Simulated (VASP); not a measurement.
Here is a VASP 6.6.1 calculation.

Contents of INCAR:

```
ALGO     = Normal         # electronic algorithm
EDIFF    = 1E-6           # SCF threshold, eV
ENCUT    = 1340           # plane-wave cutoff, eV
GGA      = PE             # functional
GGA_COMPAT= False        
ISIF     = 2              # what is computed and relaxed
ISMEAR   = -1             # smearing method
LASPH    = True           # aspherical terms in the spheres
LCHARG   = False          # write CHGCAR
LREAL    = False          # projectors in reciprocal space
LWAVE    = False          # write WAVECAR
NBANDS   = 28             # bands
NELM     = 120            # most SCF steps
PREC     = Accurate       # precision mode
SIGMA    = 0.02           # smearing width, eV
```

Contents of KPOINTS:

```
k-points
0
Gamma
  5 5 4
```

POSCAR

```
SnO
1.0
    3.7986000000      0.0000000000      0.0000000000
    0.0000000000      3.7986000000      0.0000000000
    0.0000000000      0.0000000000      4.8408000000
Sn O
2 2
Direct
    0.5000000000      0.0000000000      0.2420408503
    0.0000000000      0.5000000000      0.7579591497
    0.0000000000      0.0000000000      0.0000000000
    0.5000000000      0.5000000000      0.0000000000
```

Potentials or basis: VASP PAW PBE potentials, release 64 (Sn_d, O_h).

Command:

```console
$ cat potpaw_PBE.64/Sn_d/POTCAR potpaw_PBE.64/O_h/POTCAR > POTCAR
$ mpirun -np 1 vasp_std > vasp.out
```

(1) Estimate the band gap on the k mesh.

(2) Estimate the pressure.

## Answers

(1) 0.32 eV (least direct gap 2.08 eV).

(2) 3.5 GPa.

Caveat: the cell stands under pressure; semilocal functionals underestimate gaps, and a narrow one can read as zero; spin-orbit coupling is left out, which moves the levels of the heavy elements.
